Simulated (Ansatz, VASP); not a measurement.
# BN in VASP and in Ansatz

POSCAR

```
BN
1.0
    2.5439499996      0.0000000000      0.0000000000
   -1.2719749998      2.2031253256      0.0000000000
    0.0000000000      0.0000000000      4.0815808813
B N
2 2
Direct
    0.3333333333      0.6666666667     -0.0000904068
    0.6666666667      0.3333333333      0.4999095932
    0.3333333333      0.6666666667      0.3750904068
    0.6666666667      0.3333333333      0.8750904068
```

The input INCAR.step1:

```
SYSTEM = BN
PREC = Accurate
ENCUT = 520
EDIFF = 1E-5
ISMEAR = 0
SIGMA = 0.01
LREAL = .False.
LASPH = .True.
NELM = 100
ALGO = Normal
ISIF = 2
LWAVE = .True.
LCHARG = .False.
GGA = PE
NBANDS = 16
```

INCAR.step2

```
SYSTEM = BN
PREC = Accurate
ENCUT = 520
EDIFF = 1E-6
ISMEAR = 0
SIGMA = 0.01
LREAL = .False.
LASPH = .True.
NELM = 100
ALGO = Normal
ISIF = 2
LWAVE = .False.
LCHARG = .False.
GGA = PE
LHFCALC = .True.
HFSCREEN = 0.2079
PRECFOCK = Normal
ISTART = 1
NBANDS = 16
```

Contents of KPOINTS:

```
Automatic mesh
0
Gamma
  9 9 4
  0 0 0
```

Input for Ansatz:

```yaml
crystal:
  lattice:
    - [2.5439499996, 0.0, 0.0]
    - [-1.2719749998, 2.2031253256, 0.0]
    - [0.0, 0.0, 4.0815808813]
  atoms:
    - { symbol: B, position: [0.3333333333, 0.6666666667, -9.04068e-05] }
    - { symbol: B, position: [0.6666666667, 0.3333333333, 0.4999095932] }
    - { symbol: "N", position: [0.3333333333, 0.6666666667, 0.3750904068] }
    - { symbol: "N", position: [0.6666666667, 0.3333333333, 0.8750904068] }
kpoints:
  mp_grid: { grid: [9, 9, 4] }
  band_path:
    path:
      - [0.0, 0.0, 0.0]
      - [0.5, 0.0, 0.0]
      - [0.3333333333, 0.3333333333, 0.0]
      - [0.0, 0.0, 0.5]
      - [0.5, 0.0, 0.5]
      - [0.3333333333, 0.3333333333, 0.5]
      - [0.1, 0.0, 0.0]
    npoints: 1
hamiltonian:
  xc: hse06
scf:
  occupations: { method: fixed }
  n_extra_bands: 5
output:
  forces: true
  stress: true
  eigenvalues: true
```

Change from the starting cell: uniaxial_z strain -3.0%.

Alike in both runs: task single point; functional HSE06; k mesh 9 × 9 × 4; no spin polarisation.

```csv
,VASP,Ansatz
version,VASP 6.6.1,Ansatz 0.2.0
potentials or method,"VASP PAW PBE potentials, release 64 (B, N)","plane waves, PAW"
plane-wave cutoff (eV),520,420
occupations,"gaussian, width 0.01 eV",fixed
valence electrons in the cell,16,16
```

|  | VASP | Ansatz | Ansatz less VASP |
| --- | --- | --- | --- |
| gap on the k mesh at the Fermi level (eV) | 6.61 | 6.63 | +0.020 |
| pressure (GPa) | 9.2 | 8.6 | -0.62 |
| traceless stress, the component that is largest in VASP (GPa) | 22.04 | 21.91 | -0.128 |
| rms of the force components (eV/Å) | 0.026 | 0.023 | -0.0022 |

Atom by atom the forces differ by 0.002 eV/Å (rms over components). Ansatz's warnings: stress exchange threshold loose, stress scf threshold loose.
